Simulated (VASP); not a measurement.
Input of a VASP 6.6.1 run:

Contents of INCAR:

```
SYSTEM = Nb
PREC = Accurate
ENCUT = 520
EDIFF = 1E-7
ISMEAR = -1
SIGMA = 0.08
LREAL = .FALSE.
LASPH = .TRUE.
NELM = 100
ALGO = Normal
ISIF = 2
LWAVE = .FALSE.
LCHARG = .FALSE.
GGA = PS
NBANDS = 12
```

Contents of KPOINTS:

```
regular mesh
0
G
  13 13 13
  0 0 0
```

The input POSCAR:

```
Nb
1.0
    0.0000000000      2.0938500000      2.1150000000
    2.0938500000      0.0000000000      2.1150000000
    2.0938500000      2.0938500000      0.0000000000
Nb
1
Direct
    0.0000000000      0.0000000000      0.0000000000
```

Potentials or basis: VASP PAW PBE potentials, release 64 (Nb_sv).

Run with:

```bash
$ cat potpaw_PBE.64/Nb_sv/POTCAR > POTCAR
$ mpirun -np 1 vasp_std > vasp.out
```

Q: Predict the pressure.

A: -3.8 GPa.

Stress tensor (GPa, compression positive):
```
-4.70  0.00  0.00
 0.00 -4.70  0.00
 0.00  0.00 -1.97
```

Caveat: the cell differs from its parent crystal (equal xx and yy strain of -1 %); the PAW data sets were made with another functional, which shifts forces and pressure a little.
